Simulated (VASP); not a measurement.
Write the native input for VASP 6.6.1 that does the following.

```yaml
Task: single point
Functional: PBE
Dispersion: D3(BJ)
Potentials_or_basis: VASP PAW PBE potentials, release 64 (Sn_d, Se)
Cutoff: 520 eV
k_mesh: 12 × 12 × 6
Occupations: gaussian, width 0.02 eV
Spin: no spin polarisation
Dipole_correction: no
Further_INCAR_settings: ALGO = Normal; EDIFF = 1e-06; NBANDS = 20
```

The structure of SnSe2 lies in POSCAR:

```
SnSe2
1.0
    3.7660370506      0.0000000000      0.0000000000
   -1.8830185253      3.2614837574      0.0000000000
    0.0000000000      0.0000000000      5.4973504692
Sn Se
1 2
Direct
    0.0000000000      0.0000000000      0.0000000000
    0.3333333333      0.6666666667      0.2886678439
    0.6666666667      0.3333333333      0.7113321561
```

This cell differs from its parent crystal: volume scaled by 0.88, then relaxed in part.

One way to write it, as run:

INCAR

```
SYSTEM = SnSe2
PREC = Accurate
ENCUT = 520
EDIFF = 1E-6
ISMEAR = 0
SIGMA = 0.02
LREAL = .False.
LASPH = .True.
NELM = 100
ALGO = Normal
ISIF = 2
LWAVE = .False.
LCHARG = .False.
GGA = PE
IVDW = 12
NBANDS = 20
```

KPOINTS

```
regular mesh
0
Gamma
  12 12 6
  0 0 0
```

Potentials or basis: VASP PAW PBE potentials, release 64 (Sn_d, Se).

Command:

```bash
$ cat potpaw_PBE.64/Sn_d/POTCAR potpaw_PBE.64/Se/POTCAR > POTCAR
$ mpirun -np 1 vasp_std > vasp.out
```

Results of the run:

```json
{
  "Pressure": "6.4 GPa",
  "Largest force": "0.019 eV/Å",
  "Band gap on the k mesh": "zero (band 13 reaches 6.41 eV, above the bottom of band 14 at 6.06 eV)",
  "Dispersion energy per atom": "-0.417 eV"
}
```

Caveat: spin-orbit coupling is left out, which moves the levels of the heavy elements; pairwise dispersion overbinds metals, which lowers pressure and volume.

Wall time 110 s on 1 thread of Intel(R) Xeon(R) Platinum 8488C (Sapphire Rapids), with other jobs on the host, peak memory 0.27 GiB.
